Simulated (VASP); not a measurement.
Set up this calculation in VASP 6.6.1, as the native input.

```
Task                   : single point
Functional             : PBE
Potentials or basis    : VASP PAW PBE potentials, release 64 (Cu)
Cutoff                 : 520 eV
k mesh                 : 24 × 24 × 12
Occupations            : gaussian, width 0.1 eV
Spin                   : no spin polarisation
Dipole correction      : no
Further INCAR settings : ALGO = Fast; EDIFF = 1e-06; NBANDS = 18
```

The structure of Cu lies in POSCAR:

```
Cu
1.0
    2.5680103728      0.0000000000      0.0000000000
   -1.2840051864      2.2239622200      0.0000000000
    0.0000000000      0.0000000000      4.1935281578
Cu
2
Direct
    0.3333333333      0.6666666667      0.2500000000
    0.6666666667      0.3333333333      0.7500000000
```

The input as run:

INCAR

```
SYSTEM = Cu
PREC = Accurate ; ENCUT = 520
EDIFF = 1E-6 ; ISMEAR = 0
SIGMA = 0.1 ; LREAL = .FALSE.
LASPH = .TRUE. ; NELM = 60
ALGO = Fast ; ISIF = 2
LWAVE = .FALSE. ; LCHARG = .FALSE.
GGA = PE ; NBANDS = 18
```

KPOINTS

```
regular mesh
0
G
  24 24 12
  0 0 0
```

Potentials or basis: VASP PAW PBE potentials, release 64 (Cu).

The run is started by

```sh
$ cat potpaw_PBE.64/Cu/POTCAR > POTCAR
$ mpirun -np 1 vasp_std > vasp.out
```

It gave:

```yaml
Pressure: 1.2 GPa
Band_gap_on_the_k_mesh: zero (band 11 reaches 11.43 eV, above the bottom of band 12 at 5.48 eV)
```

It took 65 s on 1 thread of Intel(R) Xeon(R) 6975P-C (Granite Rapids), with other jobs on the host, peak memory 0.26 GiB.
